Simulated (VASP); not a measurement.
# NiO (Fm-3m) in VASP: settings compared, part 2 of 2

VASP 6.6.1. Earlier steps stand in the parts before.

## 3. Single point, r2SCAN+D4, collinear spin, ferromagnetic start

This run uses another cell than the first one, of 9.44 Å³/atom.

POSCAR

```
NiO
1.0
    0.0000000000      2.1133508634      2.1133508634
    2.1133508634      0.0000000000      2.1133508634
    2.1133508634      2.1133508634      0.0000000000
Ni O
1 1
Direct
    0.0000000000      0.0000000000      0.0000000000
    0.5000000000      0.5000000000      0.5000000000
```

INCAR.step1

```
PREC = Accurate
ENCUT = 520
ISMEAR = -1
SIGMA = 0.05
LREAL = False
LASPH = True
NELM = 150
ISPIN = 2
MAGMOM = 1 0
LMAXMIX = 4
NBANDS = 19
GGA = PE
ALGO = Normal
EDIFF = 1E-4
LWAVE = True
LCHARG = False
```

INCAR.step2

```
PREC = Accurate
ENCUT = 520
EDIFF = 1E-7
ISMEAR = -1
SIGMA = 0.05
LREAL = False
LASPH = True
NELM = 150
ALGO = Normal
ISIF = 2
LWAVE = False
LCHARG = False
ISPIN = 2
MAGMOM = 1 0
LORBIT = 11
LMAXMIX = 4
METAGGA = R2SCAN
LMIXTAU = True
IVDW = 13
VDW_S6 = 1.0
VDW_S8 = 0.6018749
VDW_A1 = 0.51559235
VDW_A2 = 5.77342911
NBANDS = 19
ISTART = 1
```

KPOINTS

```
regular mesh
0
Gamma
  11 11 11
```

Potentials or basis: VASP PAW PBE potentials, release 64 (Ni, O).

On the command line:

```
> cat potpaw_PBE.64/Ni/POTCAR potpaw_PBE.64/O/POTCAR > POTCAR
> cp INCAR.step1 INCAR
> mpirun -np 1 vasp_std > vasp.out
> cp INCAR.step2 INCAR
> mpirun -np 1 vasp_std > vasp.out
```

OUTCAR:

```text
PREC = Accurate
   ENCUT = 520
   EDIFF = 1E-7
   ISMEAR = -1
   LREAL = False
   LASPH = True
   NELM = 150
   ISIF = 2
   ISPIN = 2
   LORBIT = 11
   METAGGA = R2SCAN
   IVDW = 13
   ISTART = 1

 ion  position               nearest neighbor table
   1  0.000  0.000  0.000-   2 2.11   2 2.11   2 2.11   2 2.11   2 2.11   2 2.11
   2  0.500  0.500  0.500-   1 2.11   1 2.11   1 2.11   1 2.11   1 2.11   1 2.11

  LATTYP: Found a face centered cubic cell.
 ALAT       =     4.2267017268

  Lattice vectors:

 A1 = (   0.0000000000,   2.1133508634,   2.1133508634)
 A2 = (   2.1133508634,   0.0000000000,   2.1133508634)
 A3 = (   2.1133508634,   2.1133508634,   0.0000000000)

Analysis of symmetry for initial positions (statically):
=====================================================================
 Subroutine PRICEL returns:
 Original cell was already a primitive cell.

 Routine SETGRP: Setting up the symmetry group for a
 face centered cubic supercell.

 Subroutine GETGRP returns: Found 48 space group operations
 (whereof 48 operations were pure point group operations)
 out of a pool of 48 trial point group operations.

The static configuration has the point symmetry O_h .

Analysis of symmetry for dynamics (positions and initial velocities):
=====================================================================
 Subroutine PRICEL returns:
 Original cell was already a primitive cell.

 Routine SETGRP: Setting up the symmetry group for a
 face centered cubic supercell.

 Subroutine GETGRP returns: Found 48 space group operations
 (whereof 48 operations were pure point group operations)
 out of a pool of 48 trial point group operations.

The dynamic configuration has the point symmetry O_h .

Analysis of structural, dynamic, and magnetic symmetry:
=====================================================================
 Subroutine PRICEL returns:
 Original cell was already a primitive cell.

 Routine SETGRP: Setting up the symmetry group for a
 face centered cubic supercell.

 Subroutine GETGRP returns: Found 48 space group operations
 (whereof 48 operations were pure point group operations)
 out of a pool of 48 trial point group operations.

The overall configuration has the point symmetry O_h .

 Subroutine INISYM returns: Found 48 space group operations
 (whereof 48 operations are pure point group operations),
 and found     1 'primitive' translations

----------------------------------------------------------------------------------------

                                     Primitive cell

  volume of cell :      18.8775

  direct lattice vectors                    reciprocal lattice vectors
     0.000000000  2.113350863  2.113350863    -0.236591097  0.236591097  0.236591097
     2.113350863  0.000000000  2.113350863     0.236591097 -0.236591097  0.236591097
     2.113350863  2.113350863  0.000000000     0.236591097  0.236591097 -0.236591097

  length of vectors
     2.988729453  2.988729453  2.988729453     0.409787801  0.409787801  0.409787801

  position of ions in fractional coordinates (direct lattice)
     0.000000000  0.000000000  0.000000000
     0.500000000  0.500000000  0.500000000

  ion indices of the primitive-cell ions
   primitive index   ion index
                 1           1
                 2           2

[... 65 lines left out ...]
   ISPIN  =      2    spin polarized calculation?
   LNONCOLLINEAR =      F non collinear calculations
   LSORBIT =      F    spin-orbit coupling
   LASPH  =      T    aspherical Exc in radial PAW
   ENCUT  =  520.0 eV  38.22 Ry    6.18 a.u.   5.56  5.56  5.56*2*pi/ulx,y,z
   NELM   =    150;   NELMIN=  2; NELMDL=  0     # of ELM steps
   EDIFF  = 0.1E-06   stopping-criterion for ELM
   LREAL  =      F    real-space projection
   EDIFFG = 0.1E-05   stopping-criterion for IOM
   NSW    =      0    number of steps for IOM
   IBRION =     -1    ionic relax: 0-MD 1-quasi-New 2-CG
   NFREE  =      0    steps in history (QN), initial steepest desc. (CG)
   ISIF   =      2    stress and relaxation
   ISYM   =      2    0-nonsym 1-usesym 2-fastsym
   POTIM  = 0.5000    time-step for ionic-motion
   TEBEG  =    0.0;   TEEND  =   0.0 temperature during run
   PSTRESS=    0.0 pullay stress
   NELECT =      16.0000    total number of electrons
   NUPDOWN=      -1.0000    fix difference up-down
   EMIN   =  10.00;   EMAX   =-10.00  energy-range for DOS
   EFERMI =   0.00;   METHOD = LEGACY
   ISMEAR =    -1;   SIGMA  =   0.05  broadening in eV -4-tet -1-fermi 0-gaus
   EFERMI_NEDOS =   21; number of points for ismear=-14 and -15
   IALGO  =     38    algorithm
   IMIX   =      4    mixing-type and parameters
     AMIX     =   0.40;   BMIX     =  1.00
     AMIX_MAG =   1.60;   BMIX_MAG =  1.00
  volume/ion in A,a.u.               =       9.44        63.70
  Fermi-wavevector in a.u.,A,eV,Ry     =   1.549292  2.927737 32.658133  2.400305
  Thomas-Fermi vector in A             =   2.654120
   LORBIT       =     11    0 simple, 1 ext, 2 COOP (PROOUT), +10 PAW based schemes
   METAGGA = R2SCAN    functional components
   LHFCALC =     F    Hartree Fock is set to
   AEXX    =    0.0000 exact exchange contribution
   IVDW    =    13    specifies the selected vdW correction
   LEPSILON=     F    determine dielectric tensor
   LRPA    =     F    only Hartree local field effects (RPA)
 spin polarized calculation
  energy-cutoff  :      520.00
  volume of cell :       18.88
 maximum number of plane-waves:       532
 NGX is ok and might be reduce to    24
   NGX = 11   NGY = 11   NGZ = 11

 number of electron      16.0000016 magnetization       1.9999912

 Free energy of the ion-electron system (eV)
  ---------------------------------------------------
  ext. energy  EPLUGINS =         0.00000000
  ---------------------------------------------------
  free energy    TOTEN  =       -20.10281510 eV

  energy without entropy =      -20.10281307  energy(sigma->0) =      -20.10281409

 E-fermi :   7.3894     XC(G=0): -13.1797

 val. band max:        6.9112883363   @ k =   0.4545   0.0000   0.0000
 cond. band min:       7.7739838179   @ k =   0.0000   0.0000   0.0000
 fundamental gap:      0.8626954816
 Fermi energy:         7.3894196216

 spin component 1

 k-point     1 :       0.0000    0.0000    0.0000
  band No.  band energies     occupation
      1     -13.7501      1.00000
      2       3.0568      1.00000
      3       3.0569      1.00000
      4       3.9676      1.00000
      5       3.9678      1.00000
      6       3.9678      1.00000
[... 517 lines left out ...]
     18      38.4751      0.00000
     19      39.5719      0.00000

 [... further k-points ...]

 spin component 2

 k-point     1 :       0.0000    0.0000    0.0000
  band No.  band energies     occupation
      1     -13.2205      1.00000
      2       4.8548      1.00000
      3       4.8551      1.00000
      4       4.8552      1.00000
      5       5.0329      1.00000
      6       5.0329      1.00000
[... 517 lines left out ...]
     18      39.1820      0.00000
     19      40.0028      0.00000

 [... further k-points ...]

------------------------ aborting loop because EDIFF is reached ----------------------------------------

  DFT-D4 for vdW energy calculation

  Edisp (eV):   -0.25345

  FORCE on cell =-STRESS in cart. coord.  units (eV):
  Direction    XX          YY          ZZ          XY          YZ          ZX
  --------------------------------------------------------------------------------------
  -------------------------------------------------------------------------------------
  Total      -0.78082    -0.78082    -0.78082     0.00000     0.00000     0.00000
  in kB     -66.27026   -66.27026   -66.27026     0.00000     0.00000     0.00000
  external pressure =      -66.27 kB  Pullay stress =        0.00 kB

 VOLUME and BASIS-vectors are now :
 -----------------------------------------------------------------------------
  energy-cutoff  :      520.00
  volume of cell :       18.88
      direct lattice vectors                 reciprocal lattice vectors
     0.000000000  2.113350863  2.113350863    -0.236591097  0.236591097  0.236591097
     2.113350863  0.000000000  2.113350863     0.236591097 -0.236591097  0.236591097
     2.113350863  2.113350863  0.000000000     0.236591097  0.236591097 -0.236591097

 POSITION                                       TOTAL-FORCE (eV/Angst)
 -----------------------------------------------------------------------------------
      0.00000      0.00000      0.00000         0.000000      0.000000     -0.000000
      2.11335      2.11335      2.11335         0.000000     -0.000000      0.000000
 -----------------------------------------------------------------------------------
    total drift:                                0.000000     -0.000000     -0.000000

  FREE ENERGIE OF THE ION-ELECTRON SYSTEM (eV)
  ---------------------------------------------------
  free  energy   TOTEN  =       -20.3562603661 eV

  energy  without entropy=      -20.3562583369  energy(sigma->0) =      -20.35625935

 total charge

# of ion       s       p       d       tot
------------------------------------------
    1        0.325   0.392   8.149   8.865
    2        1.555   3.475   0.000   5.030
--------------------------------------------------
tot          1.880   3.866   8.149  13.895

 magnetization (x)

# of ion       s       p       d       tot
------------------------------------------
    1        0.011   0.011   1.674   1.696
    2        0.027   0.246   0.000   0.273
--------------------------------------------------
tot          0.038   0.257   1.674   1.969
```

It took 2.5 min on 1 thread of Intel Xeon Platinum 8488C (Sapphire Rapids), shared host; peak memory 0.17 GiB.

Results:

```yaml
Free_energy: -20.3563 eV
Pressure: -6.6 GPa
Band_gap_on_the_k_mesh: 0.86 eV (least direct gap 1.74 eV)
Net_moment: 2.00 μB per cell
Site_moments: Ni +1.70; O +0.27 μB
Valence_electrons_inside_the_program's_atomic_spheres: Ni 8.87; O 5.03
Dispersion_energy_per_atom: -0.127 eV
```

Levels at points of the mesh, in eV from the valence-band top:
Spin up:
```tsv
k point	band 5	band 6	band 7	band 8	band 9	band 10	band 11	band 12	band 13	band 14
(0.00, 0.00, 0.00)	-2.94	-2.94	-2.55	-2.55	-2.55	2.08	18.77	19.50	19.50	19.50
```
Spin down:
```tsv
k point	band 5	band 6	band 7	band 8	band 9	band 10
(0.00, 0.00, 0.00)	-1.88	-1.88	-1.88	0.86	0.86	2.63
```

Caveat: the cell stands under tension; the PAW data sets were made with another functional, which shifts forces and pressure a little; an odd mesh through Γ misses points on the zone boundary, where band edges can lie; a cell with one magnetic atom can't hold antiferromagnetic order, which such compounds often take.

## 4. Single point, r2SCAN+D4, collinear spin, ferromagnetic start

This run uses another cell than the first one, of 9.62 Å³/atom.

POSCAR

```
NiO
1.0
    0.0000000000      2.1268120599      2.1268120599
    2.1268120599      0.0000000000      2.1268120599
    2.1268120599      2.1268120599      0.0000000000
Ni O
1 1
Direct
    0.0000000000      0.0000000000      0.0000000000
    0.5000000000      0.5000000000      0.5000000000
```

INCAR.step1

```
ALGO = Normal ; EDIFF = 1E-4
ENCUT = 520 ; GGA = PE
ISMEAR = -1 ; ISPIN = 2
LASPH = True ; LCHARG = False
LMAXMIX = 4 ; LREAL = False
LWAVE = True ; MAGMOM = 1 0
NBANDS = 19 ; NELM = 150
PREC = Accurate ; SIGMA = 0.05
```

INCAR.step2

```
ALGO = Normal ; EDIFF = 1E-6
ENCUT = 520 ; ISIF = 2
ISMEAR = -1 ; ISPIN = 2
ISTART = 1 ; IVDW = 13
LASPH = True ; LCHARG = False
LMAXMIX = 4 ; LMIXTAU = True
LORBIT = 11 ; LREAL = False
LWAVE = False ; MAGMOM = 1 0
METAGGA = R2SCAN ; NBANDS = 19
NELM = 150 ; PREC = Accurate
SIGMA = 0.05 ; VDW_A1 = 0.51559235
VDW_A2 = 5.77342911 ; VDW_S6 = 1.0
VDW_S8 = 0.6018749
```

KPOINTS

```
k-points
0
Gamma
  11 11 11
```

On the command line:

```
> cat potpaw_PBE.64/Ni/POTCAR potpaw_PBE.64/O/POTCAR > POTCAR
> cp INCAR.step1 INCAR
> mpirun -np 1 vasp_std > vasp.out
> cp INCAR.step2 INCAR
> mpirun -np 1 vasp_std > vasp.out
```

Run time: 2.2 min. Hardware: 1 thread of Intel Xeon Platinum 8488C (Sapphire Rapids), shared host; peak memory 0.16 GiB.

It converged, with:

| Property | Result |
| --- | --- |
| Free energy | -20.3367 eV |
| Pressure | -10.5 GPa |
| Band gap on the k mesh | 0.92 eV (least direct gap 1.76 eV) |
| Net moment | 2.00 μB per cell |
| Site moments | Ni +1.70; O +0.27 μB |
| Valence electrons inside the program's atomic spheres | Ni 8.83; O 5.02 |
| Dispersion energy per atom | -0.125 eV |

Levels at points of the mesh, in eV from the valence-band top:
Spin up:
```
           k point  band 6  band 7  band 8  band 9  band 10  band 11  band 12  band 13
(0.00, 0.00, 0.00)   -2.88   -2.44   -2.44   -2.44     2.01    18.73    19.39    19.39
```
Spin down:
```tsv
k point	band 3	band 4	band 5	band 6	band 7	band 8	band 9	band 10	band 11	band 12
(0.00, 0.00, 0.00)	-1.99	-1.99	-1.78	-1.78	-1.78	0.92	0.92	2.55	18.82	19.71
```

Caveat: the cell stands under tension; the PAW data sets were made with another functional, which shifts forces and pressure a little; an odd mesh through Γ misses points on the zone boundary, where band edges can lie; a cell with one magnetic atom can't hold antiferromagnetic order, which such compounds often take.

## 5. Single point, PBEsol, collinear spin, ferromagnetic start (8.53 Å³/atom)

This run uses another cell than the first one, of 8.53 Å³/atom.

INCAR

```
  PREC = Accurate
  ENCUT = 520
  EDIFF = 1E-6
  ISMEAR = -1
  SIGMA = 0.05
  LREAL = False
  LASPH = True
  NELM = 150
  ALGO = Normal
  ISIF = 2
  LWAVE = False
  LCHARG = True
  ISPIN = 2
  MAGMOM = 1 0
  LORBIT = 11
  LMAXMIX = 4
  GGA = PS
  LELF = True
  LVHAR = True
  NBANDS = 19
```

KPOINTS

```
regular mesh
0
Gamma
  11 11 11
```

POSCAR

```
NiO
1.0
    0.0000000000      2.0433202721      2.0433202721
    2.0433202721      0.0000000000      2.0433202721
    2.0433202721      2.0433202721      0.0000000000
Ni O
1 1
Direct
    0.0000000000      0.0000000000      0.0000000000
    0.5000000000      0.5000000000      0.5000000000
```

Potentials or basis: VASP PAW PBE potentials, release 64 (Ni, O).

On the command line:

```
> cat potpaw_PBE.64/Ni/POTCAR potpaw_PBE.64/O/POTCAR > POTCAR
> mpirun -np 1 vasp_std > vasp.out
```

OUTCAR:

```text
PREC = Accurate
   ENCUT = 520
   EDIFF = 1E-6
   ISMEAR = -1
   LREAL = False
   LASPH = True
   NELM = 150
   ISIF = 2
   ISPIN = 2
   LORBIT = 11
   GGA = PS

 ion  position               nearest neighbor table
   1  0.000  0.000  0.000-   2 2.04   2 2.04   2 2.04   2 2.04   2 2.04   2 2.04
   2  0.500  0.500  0.500-   1 2.04   1 2.04   1 2.04   1 2.04   1 2.04   1 2.04

  LATTYP: Found a face centered cubic cell.
 ALAT       =     4.0866405442

  Lattice vectors:

 A1 = (   0.0000000000,   2.0433202721,   2.0433202721)
 A2 = (   2.0433202721,   0.0000000000,   2.0433202721)
[... 1270 lines left out ...]

 VOLUME and BASIS-vectors are now :
 -----------------------------------------------------------------------------
  energy-cutoff  :      520.00
  volume of cell :       17.06
      direct lattice vectors                 reciprocal lattice vectors
     0.000000000  2.043320272  2.043320272    -0.244699770  0.244699770  0.244699770
     2.043320272  0.000000000  2.043320272     0.244699770 -0.244699770  0.244699770
     2.043320272  2.043320272  0.000000000     0.244699770  0.244699770 -0.244699770

 POSITION                                       TOTAL-FORCE (eV/Angst)
 -----------------------------------------------------------------------------------
      0.00000      0.00000      0.00000         0.000000      0.000000      0.000000
      2.04332      2.04332      2.04332        -0.000000     -0.000000     -0.000000
 -----------------------------------------------------------------------------------
    total drift:                                0.000000     -0.000000     -0.000000

  FREE ENERGIE OF THE ION-ELECTRON SYSTEM (eV)
  ---------------------------------------------------
  free  energy   TOTEN  =       -12.3942684253 eV

  energy  without entropy=      -12.3751607569  energy(sigma->0) =      -12.38471459

 total charge

# of ion       s       p       d       tot
------------------------------------------
    1        0.355   0.452   8.371   9.178
    2        1.563   3.390   0.000   4.953
--------------------------------------------------
tot          1.918   3.842   8.371  14.131

 magnetization (x)

# of ion       s       p       d       tot
------------------------------------------
    1        0.008   0.010   0.674   0.691
    2        0.017   0.088   0.000   0.105
--------------------------------------------------
tot          0.025   0.098   0.674   0.796
```

stdout:

```text
POSCAR found type information on POSCAR NiO
 POSCAR found :  2 types and       2 ions
 scaLAPACK will be used
 -----------------------------------------------------------------------------
|                                                                             |
|                                                                             |
|     You enforced a specific xc type in the INCAR file but a different       |
|     I HOPE YOU KNOW WHAT YOU ARE DOING!                                     |
|                                                                             |
 -----------------------------------------------------------------------------

 LDA part: xc-table for (Slater+PW92), standard interpolation
 POSCAR, INCAR and KPOINTS ok, starting setup
 FFT: planning ... GRIDC
 FFT: planning ... GRID_SOFT
 FFT: planning ... GRID
 WAVECAR not read
 entering main loop
```

Wall time 96 s (1 thread of Intel Xeon 8259CL, shared host); peak memory 0.17 GiB.

What came out:

```yaml
Free_energy: -12.3943 eV
Pressure: 2.9 GPa
Net_moment: 0.82 μB per cell
Site_moments: Ni +0.69; O +0.10 μB
Valence_electrons_inside_the_program's_atomic_spheres: Ni 9.18; O 4.95
```

Caveat: the PAW data sets were made with another functional, which shifts forces and pressure a little; a cell with one magnetic atom can't hold antiferromagnetic order, which such compounds often take; semilocal functionals often make such compounds metallic where correlation or magnetic order opens a gap, which also shifts bond lengths. With open d or f shells a metallic result of PBEsol can be an artefact of self-interaction; +U or a hybrid may open a gap.

## 6. The runs side by side

```csv
level,cell,gap on the mesh (eV),pressure (GPa),moment (μB)
r2SCAN+D4,"a = 2.969 Å, angles 60.0°, 2 atoms",0.80,-3.0,2.00
r2SCAN+D4,"a = 2.989 Å, angles 60.0°, 2 atoms",0.86,-6.6,2.00
r2SCAN+D4,"a = 3.008 Å, angles 60.0°, 2 atoms",0.92,-10.5,2.00
PBEsol,"a = 2.890 Å, angles 60.0°, 2 atoms",none,2.9,0.82
```

Alike in all rows: task single point; potentials or basis VASP PAW PBE potentials, release 64 (Ni, O); spin collinear, ferromagnetic start; k mesh 11 × 11 × 11; cutoff (eV) 520; smearing fermi-dirac 0.05 eV.

Caveats: the PAW data sets were made with another functional, which shifts forces and pressure a little; a cell with one magnetic atom can't hold antiferromagnetic order, which such compounds often take; an odd mesh through Γ misses points on the zone boundary, where band edges can lie (at least some runs); the cell stands under tension (at least some runs); semilocal functionals often make such compounds metallic where correlation or magnetic order opens a gap, which also shifts bond lengths (at least some runs).

Absolute energies hang on the potentials; compare differences alone.
